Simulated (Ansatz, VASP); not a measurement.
## One calculation of K, two programs

INCAR

```
  PREC = Accurate
  ENCUT = 520
  EDIFF = 1E-6
  ISMEAR = -1
  SIGMA = 0.1
  LREAL = False
  LASPH = True
  NELM = 80
  ALGO = Normal
  ISIF = 2
  LWAVE = False
  LCHARG = False
  GGA = PE
  NBANDS = 10
```

Contents of KPOINTS:

```
Automatic mesh
0
Gamma
  10 10 10
```

Contents of POSCAR:

```
K
1.0
   -1.9464278235      1.9464278235      1.9464278235
    1.9464278235     -1.9464278235      1.9464278235
    1.9464278235      1.9464278235     -1.9464278235
K
1
Direct
    0.0000000000      0.0000000000      0.0000000000
```

Input for Ansatz:

```yaml
crystal:
  lattice:
    - [-1.9464278235, 1.9464278235, 1.9464278235]
    - [1.9464278235, -1.9464278235, 1.9464278235]
    - [1.9464278235, 1.9464278235, -1.9464278235]
  atoms:
    - { symbol: K, position: [0.0, 0.0, 0.0] }
kpoints:
  mp_grid: { grid: [10, 10, 10] }
  band_path:
    path:
      - [0.0, 0.0, 0.0]
      - [0.5, -0.5, 0.5]
      - [0.0, 0.0, 0.5]
      - [0.0, 0.0, 0.0]
      - [0.25, 0.25, 0.25]
      - [0.5, -0.5, 0.5]
      - [0.25, 0.25, 0.25]
      - [0.0, 0.0, 0.5]
    npoints: 8
scf:
  occupations: { method: fermi_dirac, width: 0.1 }
hamiltonian:
  xc: pbe
  pseudopotentials: { kind: all_electron, lapw: { basis_error: 0.001 } }
output:
  forces: true
  stress: true
  eigenvalues: true
  populations: true
  dos: { projected: true, de: 0.2, e_range: [-14, 8] }
```

Change from the starting cell: volume scaled by 0.4, LAPW.

Alike in both runs: task single point; functional PBE; k mesh 10 × 10 × 10; occupations fermi-dirac, width 0.1 eV; no spin polarisation.

```csv
,VASP,Ansatz
version,VASP 6.6.1,Ansatz 0.2.0
potentials or method,"VASP PAW PBE potentials, release 64 (K_sv), cutoff 520 eV","all-electron LAPW, scalar-relativistic"
```

|  | VASP | Ansatz | Ansatz less VASP |
| --- | --- | --- | --- |
| pressure (GPa) | 16.8 | 16.8 | -0.02 |

Ansatz ran all-electron here, and VASP with PAW potentials.
